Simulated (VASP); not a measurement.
Runs of VASP 6.6.1 on Rb. The structure is that of space group Fm-3m (No. 225), or close to it. The cells are those of the table. 

```csv
cell,k mesh,gap on the mesh (eV),pressure (GPa)
"a = 5.124 Å, angles 60.0°, 1 atom",9 × 9 × 9,none,(a)
"a = 5.253 Å, angles 60.0°, 1 atom",9 × 9 × 9,none,-0.2
"a = 5.058 Å, angles 60.0°, 1 atom",13 × 13 × 13,none,0.0
"a = 5.058 Å, angles 60.0°, 1 atom",9 × 9 × 9,none,0.0
"a = 4.990 Å, angles 60.0°, 1 atom",9 × 9 × 9,none,0.1
"a = 4.919 Å, angles 60.0°, 1 atom",9 × 9 × 9,none,0.3
"a = 5.189 Å, angles 60.0°, 1 atom",9 × 9 × 9,none,-0.2
"a = 4.847 Å, angles 60.0°, 1 atom",9 × 9 × 9,none,0.4
```

Alike in all rows: task single point; level PBE; potentials or basis VASP PAW PBE potentials, release 64 (Rb_sv); no spin polarisation; cutoff (eV) 520; smearing fermi-dirac 0.1 eV.

Problem. Estimate the missing entries.

Solution. (a) -0.1.

A k mesh can miss the band edges, and the runs leave out spin-orbit coupling on Rb.

A gap of «none» marks levels without a gap at the run's occupations.
